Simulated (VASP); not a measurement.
# SnO2 in VASP: a series of runs

Runs on SnO2. Level: r2SCAN. Tasks: single point.

Program: VASP 6.6.1. These are calculated values, not measurements. Logs are shortened: lines on timing, memory, paths and dates and some standing lists are left out, and cuts for length are marked.

### 1 The cell of the first run

The typed cell holds 12 atoms: a = 5.736 Å, b = 5.736 Å, c = 5.736 Å, α = 112.16°, β = 108.14°, γ = 108.14°.

### 2 Single point, r2SCAN

Input file POSCAR:

```
SnO2
1.0
   -3.2005645535      3.3655205710      3.3655272524
    3.2005645535     -3.3655205710      3.3655272524
    3.2005645535      3.3655205710     -3.3655272524
Sn O
4 8
Direct
    0.9999687264      0.2499687264      0.7500000000
    0.0000312736      0.7500312736      0.2500000000
    0.5000000000      0.5000000000      0.5000000000
    0.5000000000      0.0000000000      0.0000000000
    0.1941001921      0.1941267559      0.5000265639
    0.6941449339      0.7500445380      0.9441003959
    0.1941001921      0.6940736282      0.9999734361
    0.3059441422      0.7500445380      0.5558996041
    0.6940558578      0.2499554620      0.4441003959
    0.3058550661      0.2499554620      0.0558996041
    0.8058998079      0.3059263718      0.0000265639
    0.8058998079      0.8058732441      0.4999734361
```

Input file INCAR.step1:

```
PREC = Accurate ; ENCUT = 520
ISMEAR = 0 ; SIGMA = 0.02
LREAL = F ; LASPH = T
NELM = 80 ; NBANDS = 64
GGA = PE ; ALGO = Normal
EDIFF = 1E-4 ; LWAVE = T
LCHARG = F
```

Input file INCAR.step2:

```
PREC = Accurate ; ENCUT = 520
EDIFF = 1E-6 ; ISMEAR = 0
SIGMA = 0.02 ; LREAL = F
LASPH = T ; NELM = 80
ALGO = Normal ; ISIF = 2
LWAVE = F ; LCHARG = F
METAGGA = R2SCAN ; LMIXTAU = T
NBANDS = 64 ; ISTART = 1
```

Input file KPOINTS:

```
regular mesh
0
Gamma
  6 6 6
```

Potentials or basis: VASP PAW PBE potentials, release 64 (Sn_d, O).

Launch:

```
$ cat potpaw_PBE.64/Sn_d/POTCAR potpaw_PBE.64/O/POTCAR > POTCAR
$ cp INCAR.step1 INCAR
$ mpirun -np 1 vasp_std > vasp.out
$ cp INCAR.step2 INCAR
$ mpirun -np 1 vasp_std > vasp.out
```

OUTCAR:

```text
PREC = Accurate
   ENCUT = 520
   EDIFF = 1E-6
   ISMEAR = 0
   LREAL = F
   LASPH = T
   NELM = 80
   ISIF = 2
   METAGGA = R2SCAN
   ISTART = 1

 ion  position               nearest neighbor table
   1  1.000  0.250  0.750-  10 2.06   9 2.06  12 2.07  11 2.07   7 2.07   5 2.07   2 3.20   2 3.20
                             4 3.73   3 3.73   4 3.73   3 3.73   4 3.73   3 3.73   3 3.73   4 3.73
   2  0.000  0.750  0.250-   6 2.06   8 2.06   5 2.07   7 2.07  11 2.07  12 2.07   1 3.20   1 3.20
                             4 3.73   3 3.73   4 3.73   3 3.73   4 3.73   3 3.73   3 3.73   4 3.73
   3  0.500  0.500  0.500-   5 2.06  12 2.06   9 2.07   8 2.07  10 2.07   6 2.07   4 3.20   4 3.20
                             2 3.73   1 3.73   2 3.73   1 3.73   2 3.73   1 3.73   1 3.73   2 3.73
   4  0.500  0.000  0.000-   7 2.06  11 2.06  10 2.07   6 2.07   8 2.07   9 2.07   3 3.20   3 3.20
                             1 3.73   2 3.73   2 3.73   2 3.73   1 3.73   1 3.73   2 3.73   1 3.73
   5  0.194  0.194  0.500-   3 2.06   2 2.07   1 2.07
   6  0.694  0.750  0.944-   2 2.06   3 2.07   4 2.07
   7  0.194  0.694  1.000-   4 2.06   2 2.07   1 2.07
   8  0.306  0.750  0.556-   2 2.06   3 2.07   4 2.07
   9  0.694  0.250  0.444-   1 2.06   3 2.07   4 2.07
  10  0.306  0.250  0.056-   1 2.06   3 2.07   4 2.07
  11  0.806  0.306  0.000-   4 2.06   1 2.07   2 2.07
  12  0.806  0.806  0.500-   3 2.06   1 2.07   2 2.07

  LATTYP: Found a body centered tetragonal cell.
 ALAT       =     6.7310411420
 C/A-ratio  =     0.9509864777

  Lattice vectors:

 A1 = (  -3.2005645535,   3.3655205710,  -3.3655272524)
 A2 = (  -3.2005645535,  -3.3655205710,   3.3655272524)
 A3 = (   3.2005645535,   3.3655205710,   3.3655272524)

Analysis of symmetry for initial positions (statically):
=====================================================================
 Subroutine PRICEL returns:
 Original cell was already a primitive cell.

 Routine SETGRP: Setting up the symmetry group for a
 body centered tetragonal supercell.

 Subroutine GETGRP returns: Found  8 space group operations
 (whereof  4 operations were pure point group operations)
 out of a pool of 16 trial point group operations.

The static configuration has the point symmetry C_2h.
 The point group associated with its full space group is D_2h.

Analysis of symmetry for dynamics (positions and initial velocities):
=====================================================================
 Subroutine PRICEL returns:
 Original cell was already a primitive cell.

 Routine SETGRP: Setting up the symmetry group for a
 body centered tetragonal supercell.

 Subroutine GETGRP returns: Found  8 space group operations
 (whereof  4 operations were pure point group operations)
 out of a pool of 16 trial point group operations.

The dynamic configuration has the point symmetry C_2h.
 The point group associated with its full space group is D_2h.

 Subroutine INISYM returns: Found  8 space group operations
 (whereof  4 operations are pure point group operations),
 and found     1 'primitive' translations

----------------------------------------------------------------------------------------

                                     Primitive cell

  volume of cell :     145.0080

  direct lattice vectors                    reciprocal lattice vectors
    -3.200564554  3.365520571  3.365527252     0.000000000  0.148565427  0.148565132
     3.200564554 -3.365520571  3.365527252     0.156222439  0.000000000  0.148565132
     3.200564554  3.365520571 -3.365527252     0.156222439  0.148565427  0.000000000

  length of vectors
     5.735600741  5.735600741  5.735600741     0.210103033  0.215585363  0.215585566

  position of ions in fractional coordinates (direct lattice)
     0.999968726  0.249968726  0.750000000
     0.000031274  0.750031274  0.250000000
     0.500000000  0.500000000  0.500000000
     0.500000000  0.000000000  1.000000000
     0.194100192  0.194126756  0.500026564
     0.694144934  0.750044538  0.944100396
     0.194100192  0.694073628  0.999973436
     0.305944142  0.750044538  0.555899604
     0.694055858  0.249955462  0.444100396
     0.305855066  0.249955462  0.055899604
     0.805899808  0.305926372  0.000026564
     0.805899808  0.805873244  0.499973436

  ion indices of the primitive-cell ions
   primitive index   ion index
                 1           1
                 2           2
                 3           3
                 4           4
                 5           5
                 6           6
                 7           7
                 8           8
                 9           9
                10          10
                11          11
                12          12

----------------------------------------------------------------------------------------

 KPOINTS: regular mesh

Automatic generation of k-mesh.
 Grid dimensions read from file:
 generate k-points for:    6    6    6

 Generating k-lattice:

  Cartesian coordinates                     Fractional coordinates (reciprocal lattice)
     0.000000000  0.024760904  0.024760855     0.166666667  0.000000000  0.000000000
     0.026037073  0.000000000  0.024760855     0.000000000  0.166666667  0.000000000
     0.026037073  0.024760904  0.000000000     0.000000000  0.000000000  0.166666667

  Length of vectors
     0.035017172  0.035930894  0.035930928

  Shift w.r.t. Gamma in fractional coordinates (k-lattice)
     0.000000000  0.000000000  0.000000000

 Subroutine IBZKPT returns following result:
 ===========================================

 Found     46 irreducible k-points:

 Following reciprocal coordinates:
            Coordinates               Weight
  0.000000  0.000000  0.000000      1.000000
  0.166667  0.000000  0.000000      4.000000
  0.333333  0.000000  0.000000      4.000000
  0.500000  0.000000 -0.000000      2.000000
  0.000000  0.166667 -0.000000      4.000000
 -0.166667  0.166667 -0.000000      4.000000
[... 16 lines left out ...]
 -0.166667  0.166667  0.166667      2.000000
  0.166667  0.333333  0.166667      4.000000
 [... further k-points ...]
   k-points           NKPTS =     46   k-points in BZ     NKDIM =     46   number of bands    NBANDS=     64
   number of dos      NEDOS =    301   number of ions     NIONS =     12
   total plane-waves  NPLWV = 110592
   dimension x,y,z NGX =    48 NGY =   48 NGZ =   48
   dimension x,y,z NGXF=    96 NGYF=   96 NGZF=   96
   ions per type =               4   8
   NGX,Y,Z   is equivalent  to a cutoff of  13.91, 13.91, 13.91 a.u.
   NGXF,Y,Z  is equivalent  to a cutoff of  27.83, 27.83, 27.83 a.u.
 SYSTEM =  unknown system
   PREC   = accura    normal or accurate (medium, high low for compatibility)
   ISTART =      1    job   : 0-new  1-cont  2-samecut
   ICHARG =      0    charge: 1-file 2-atom 10-const
   ISPIN  =      1    spin polarized calculation?
   LNONCOLLINEAR =      F non collinear calculations
   LSORBIT =      F    spin-orbit coupling
   LASPH  =      T    aspherical Exc in radial PAW
   ENCUT  =  520.0 eV  38.22 Ry    6.18 a.u.  10.66 10.66 10.66*2*pi/ulx,y,z
   NELM   =     80;   NELMIN=  2; NELMDL=  0     # of ELM steps
   EDIFF  = 0.1E-05   stopping-criterion for ELM
   LREAL  =      F    real-space projection
   EDIFFG = 0.1E-04   stopping-criterion for IOM
   NSW    =      0    number of steps for IOM
   IBRION =     -1    ionic relax: 0-MD 1-quasi-New 2-CG
   NFREE  =      0    steps in history (QN), initial steepest desc. (CG)
   ISIF   =      2    stress and relaxation
   ISYM   =      2    0-nonsym 1-usesym 2-fastsym
   POTIM  = 0.5000    time-step for ionic-motion
   TEBEG  =    0.0;   TEEND  =   0.0 temperature during run
   PSTRESS=    0.0 pullay stress
   NELECT =     104.0000    total number of electrons
   NUPDOWN=      -1.0000    fix difference up-down
   EMIN   =  10.00;   EMAX   =-10.00  energy-range for DOS
   EFERMI =   0.00;   METHOD = LEGACY
   ISMEAR =     0;   SIGMA  =   0.02  broadening in eV -4-tet -1-fermi 0-gaus
   EFERMI_NEDOS =   21; number of points for ismear=-14 and -15
   IALGO  =     38    algorithm
   IMIX   =      4    mixing-type and parameters
     AMIX     =   0.40;   BMIX     =  1.00
     AMIX_MAG =   1.60;   BMIX_MAG =  1.00
  volume/ion in A,a.u.               =      12.08        81.55
  Fermi-wavevector in a.u.,A,eV,Ry     =   1.465397  2.769199 29.216992  2.147388
  Thomas-Fermi vector in A             =   2.581259
   LORBIT       =      0    0 simple, 1 ext, 2 COOP (PROOUT), +10 PAW based schemes
   METAGGA = R2SCAN    functional components
   LHFCALC =     F    Hartree Fock is set to
   AEXX    =    0.0000 exact exchange contribution
   IVDW    =     0    specifies the selected vdW correction
   LEPSILON=     F    determine dielectric tensor
   LRPA    =     F    only Hartree local field effects (RPA)
 non-spin polarized calculation
 Gauss-broadening in eV      SIGMA  =   0.02
  energy-cutoff  :      520.00
  volume of cell :      145.01
 maximum number of plane-waves:      3939
 NGX is ok and might be reduce to    48
   NGX = 21   NGY = 21   NGZ = 21

 number of electron     103.9999997 magnetization

 Free energy of the ion-electron system (eV)
  ---------------------------------------------------
  ext. energy  EPLUGINS =         0.00000000
  ---------------------------------------------------
  free energy    TOTEN  =      -169.25972674 eV

  energy without entropy =     -169.25972674  energy(sigma->0) =     -169.25972674

 E-fermi :   5.7311     XC(G=0): -11.9707

 val. band max:        5.5601176569   @ k =   0.0000   0.0000   0.0000
 cond. band min:       7.3567643444   @ k =   0.0000   0.0000   0.0000
 fundamental gap:      1.7966466875
 Fermi energy:         5.7310699305

 k-point     1 :       0.0000    0.0000    0.0000
  band No.  band energies     occupation
      1     -16.1774      2.00000
      2     -15.9065      2.00000
      3     -15.9065      2.00000
      4     -15.3858      2.00000
      5     -15.3858      2.00000
      6     -15.2636      2.00000
[... 1597 lines left out ...]
     63      16.4321      0.00000
     64      16.4325      0.00000

 [... further k-points ...]
[... 5 lines left out ...]
  --------------------------------------------------------------------------------------
  -------------------------------------------------------------------------------------
  Total        1.3480506      0.8704346      0.8696880      0.0000000      0.0000000      0.0000000
  in kB       14.8944621      9.6173362      9.6090870      0.0000000      0.0000000      0.0000000
  external PRESSURE =      11.3736284 kB  Pullay stress =       0.0000000 kB

 VOLUME and BASIS-vectors are now :
 -----------------------------------------------------------------------------
  energy-cutoff  :      520.00
  volume of cell :      145.01
      direct lattice vectors                 reciprocal lattice vectors
    -3.200564554  3.365520571  3.365527252     0.000000000  0.148565427  0.148565132
     3.200564554 -3.365520571  3.365527252     0.156222439  0.000000000  0.148565132
     3.200564554  3.365520571 -3.365527252     0.156222439  0.148565427  0.000000000

 POSITION                                       TOTAL-FORCE (eV/Angst)
 -----------------------------------------------------------------------------------
      0.00000      5.04828      1.68255        -0.000000     -0.000000      0.000323
      3.20056     -1.68276      1.68297        -0.000000     -0.000000     -0.000323
      1.60028      1.68276      1.68276        -0.000000     -0.000000      0.000000
     -1.60028      1.68276      1.68276        -0.000000     -0.000000      0.000000
      1.60045      1.68276     -0.37626        -0.000258     -0.000000      0.027866
      3.20056      2.98926      1.68306        -0.000000      0.027814     -0.000533
      4.80068      1.68276     -0.37626         0.000258     -0.000000      0.027866
      3.20056      0.37626      1.68306        -0.000000     -0.027814     -0.000533
      0.00000      2.98926      1.68246         0.000000      0.027814      0.000533
      0.00000      0.37626      1.68246         0.000000     -0.027814      0.000533
     -1.60011      1.68276      3.74179        -0.000258     -0.000000     -0.027866
      1.60011      1.68276      3.74179         0.000258     -0.000000     -0.027866
 -----------------------------------------------------------------------------------
    total drift:                                0.000000      0.000000     -0.000000

  FREE ENERGIE OF THE ION-ELECTRON SYSTEM (eV)
  ---------------------------------------------------
  free  energy   TOTEN  =      -169.2597267445 eV

  energy  without entropy=     -169.2597267445  energy(sigma->0) =     -169.25972674
```

Wall time 59 min (1 thread of Oxide Virtual Turin-like, shared host); peak memory 0.52 GiB.

What came out:

* Free energy: -169.2597 eV
* Pressure: 1.1 GPa
* Largest force: 0.028 eV/Å
* Band gap on the k mesh: 1.80 eV

Forces in eV/Å, atoms in the order of the input:
```
Sn   0.000  0.000  0.000
Sn   0.000  0.000  0.000
Sn   0.000  0.000  0.000
Sn   0.000  0.000  0.000
O    0.000  0.000  0.028
O    0.000  0.028 -0.001
O    0.000  0.000  0.028
O    0.000 -0.028 -0.001
O    0.000  0.028  0.001
O    0.000 -0.028  0.001
O    0.000  0.000 -0.028
O    0.000  0.000 -0.028
```

Stress tensor (GPa, compression positive):
```
1.49 0.00 0.00
0.00 0.96 0.00
0.00 0.00 0.96
```

Levels at points of the mesh, in eV from the valence-band top:
```csv
k point,band 50,band 51,band 52,band 53,band 54,band 55
"(0.00, 0.00, 0.00)",-0.78,-0.78,0.00,1.80,5.53,5.53
"(0.50, 0.00, 0.00)",-0.69,-0.62,-0.62,5.01,5.01,7.15
"(0.00, 0.50, 0.00)",-0.86,-0.51,-0.51,5.18,5.18,6.88
"(0.50, 0.50, 0.00)",-0.86,-0.51,-0.51,5.18,5.18,6.88
"(0.50, 0.50, 0.50)",-1.27,-0.92,-0.92,5.45,5.45,6.87
```

Caveat: the PAW data sets were made with another functional, which shifts forces and pressure a little; spin-orbit coupling is left out, which moves the levels of the heavy elements.

[end of part 1 of 2]
